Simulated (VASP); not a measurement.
The system is Zn2AsP3.

```xyz
6
Lattice="3.9943 0.0000 0.0000 -1.9972 3.4592 0.0000 0.0000 0.0000 9.8790" Properties=species:S:1:pos:R:3 pbc="T T T"
Zn    0.0000    2.3061    6.7081
Zn    1.9972    1.1531    3.1709
As    0.0000    0.0000    0.0000
P     0.0000    2.3061    1.4126
P     1.9972    1.1531    8.4664
P     0.0000    0.0000    4.9395
```

| Item | Value |
| --- | --- |
| Program | VASP 6.6.1 |
| Task | relaxation of cell and atoms |
| Functional | PBEsol |
| Potentials or basis | VASP PAW PBE potentials, release 64 (Zn, As, P) |
| Cutoff | 600 eV |
| k mesh | 6 × 6 × 2 |
| Occupations | fermi-dirac, width 0.03 eV |
| Spin | no spin polarisation |

At the start: pressure -14.6 GPa; volume 22.75 Å³/atom.

**Question.** Where does the relaxation end?

**Answer.** Over 16 steps the energy falls by 480.2 meV/atom and the volume is 16.04 Å³/atom (-29.5 %); space group P-3m1 (No. 164, to 0.1 Å) before and after.

Step by step:
| step | energy change (eV) | largest force (eV/Å) | pressure (GPa) | volume (Å³) |
| --- | --- | --- | --- | --- |
| 1 | 0.0000 | 0.4446 | -14.56 | 136.50 |
| 2 | -2.3931 | 1.6949 | -0.51 | 99.57 |
| 3 | -2.3968 | 1.7531 | 0.57 | 98.46 |
| 4 | -2.6675 | 0.9775 | 0.74 | 96.70 |
| 5 | -2.7781 | 0.5892 | 1.82 | 95.03 |
| 6 | -2.7865 | 0.6065 | 2.36 | 94.41 |
| 7 | -2.8338 | 0.3834 | -1.75 | 98.13 |
| 8 | -2.8343 | 0.4041 | -1.41 | 97.77 |
| 9 | -2.8700 | 0.1526 | -0.66 | 96.98 |
| 10 | -2.8781 | 0.0739 | 0.03 | 96.42 |
| 11 | -2.8802 | 0.0443 | -0.02 | 96.42 |
| 12 | -2.8811 | 0.0402 | -0.07 | 96.42 |
| 13 | -2.8811 | 0.0408 | -0.08 | 96.42 |
| 14 | -2.8813 | 0.0242 | 0.12 | 96.21 |
| 15 | -2.8813 | 0.0228 | 0.14 | 96.19 |
| 16 | -2.8815 | 0.0064 | 0.04 | 96.27 |

Final structure:
```xyz
6
Lattice="3.5381 0.0000 0.0000 -1.7691 3.0641 0.0000 0.0000 0.0000 8.8801" Properties=species:S:1:pos:R:3 pbc="T T T"
Zn    0.0000    2.0427    5.8470
Zn    1.7691    1.0214    3.0331
As    0.0000    0.0000    0.0000
P     0.0000    2.0427    1.5097
P     1.7691    1.0214    7.3704
P     0.0000    0.0000    4.4400
```

Caveat: the volume moved by over 15 % at a fixed basis, so the end points are rough; the PAW data sets were made with another functional, which shifts forces and pressure a little.
